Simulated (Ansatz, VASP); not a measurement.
## MgO: VASP beside Ansatz

The input INCAR:

```
PREC = Accurate
ENCUT = 520
EDIFF = 1E-6
ISMEAR = 0
SIGMA = 0.05
LREAL = False
LASPH = True
NELM = 80
ALGO = Normal
ISIF = 2
LWAVE = False
LCHARG = False
GGA = PS
NBANDS = 11
```

KPOINTS

```
regular mesh
0
Gamma
  10 10 10
```

The input POSCAR:

```
MgO
1.0
    0.0000000000      1.8528742298      1.8528742298
    1.8528742298      0.0000000000      1.8528742298
    1.8528742298      1.8528742298      0.0000000000
Mg O
1 1
Direct
    0.0000000000      0.0000000000      0.0000000000
    0.5000000000      0.5000000000      0.5000000000
```

Input for Ansatz:

```yaml
crystal:
  lattice:
    - [0.0, 1.8528742298, 1.8528742298]
    - [1.8528742298, 0.0, 1.8528742298]
    - [1.8528742298, 1.8528742298, 0.0]
  atoms:
    - { symbol: Mg, position: [0.0, 0.0, 0.0] }
    - { symbol: O, position: [0.5, 0.5, 0.5] }
basis:
  ecutwfc: 420
  ecutrho_ratio: 4
kpoints:
  mp_grid: { grid: [10, 10, 10] }
hamiltonian:
  xc: pbesol
scf:
  occupations: { method: gaussian, width: 0.05 }
output:
  forces: true
  stress: true
  eigenvalues: true
```

Alike in both runs: task single point; functional PBEsol; k mesh 10 × 10 × 10; occupations gaussian, width 0.05 eV; no spin polarisation.

|  | VASP | Ansatz |
| --- | --- | --- |
| version | VASP 6.6.1 | Ansatz 0.2.0 |
| potentials or method | VASP PAW PBE potentials, release 64 (Mg, O), cutoff 520 eV | scalar-relativistic, plane waves, PAW |
| valence electrons in the cell | 8 | 16 |

```tsv
	VASP	Ansatz	Ansatz less VASP
gap on the k mesh at the Fermi level (eV)	8.98	9.04	+0.061
least direct gap on the mesh (eV)	9.36	9.32	-0.037
```

VASP's potentials were made for PBE, not for PBEsol. With one functional, cell and mesh, what is left measures potentials, basis and numerics. VASP's potentials hold 8 valence electrons a cell and Ansatz's 16, so a difference there can come from the potentials and not from the codes.
